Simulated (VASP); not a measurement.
Write the native input for VASP 6.6.1 that does the following.

```yaml
Task: single point
Functional: PBE
Potentials_or_basis: VASP PAW PBE potentials, release 64 (Sn_d)
Cutoff: 520 eV
k_mesh: 9 × 9 × 9
Occupations: gaussian, width 0.014 eV
Spin: no spin polarisation
Dipole_correction: no
Further_INCAR_settings: ALGO = Normal; EDIFF = 1e-06; NBANDS = 21
```

The structure of Sn lies in POSCAR:

```
Sn
1.0
   -2.9401404553      2.9401404553      1.5993019889
    2.9401404553     -2.9401404553      1.5993019889
    2.9401404553      2.9401404553     -1.5993019889
Sn
2
Direct
    0.0000000000      0.0000000000      0.0000000000
    0.7500000000      0.2500000000      0.5000000000
```

The input as run:

INCAR

```
PREC = Accurate ; ENCUT = 520
EDIFF = 1E-6 ; ISMEAR = 0
SIGMA = 0.014 ; LREAL = F
LASPH = T ; NELM = 80
ALGO = Normal ; ISIF = 2
LWAVE = F ; LCHARG = F
GGA = PE ; NBANDS = 21
```

KPOINTS

```
Automatic mesh
0
Gamma
  9 9 9
```

Potentials or basis: VASP PAW PBE potentials, release 64 (Sn_d).

Run with:

```console
$ cat potpaw_PBE.64/Sn_d/POTCAR > POTCAR
$ mpirun -np 1 vasp_std > vasp.out
```

Results of the run:

| Property | Result |
| --- | --- |
| Pressure | 1.4 GPa |
| Band gap on the k mesh | zero (band 14 reaches 8.97 eV, above the bottom of band 15 at 5.01 eV) |

Caveat: spin-orbit coupling is left out, which moves the levels of the heavy elements.

Run time: 36 s on 1 thread of Intel(R) Xeon(R) 6975P-C (Granite Rapids), with other jobs on the host, peak memory 0.23 GiB.
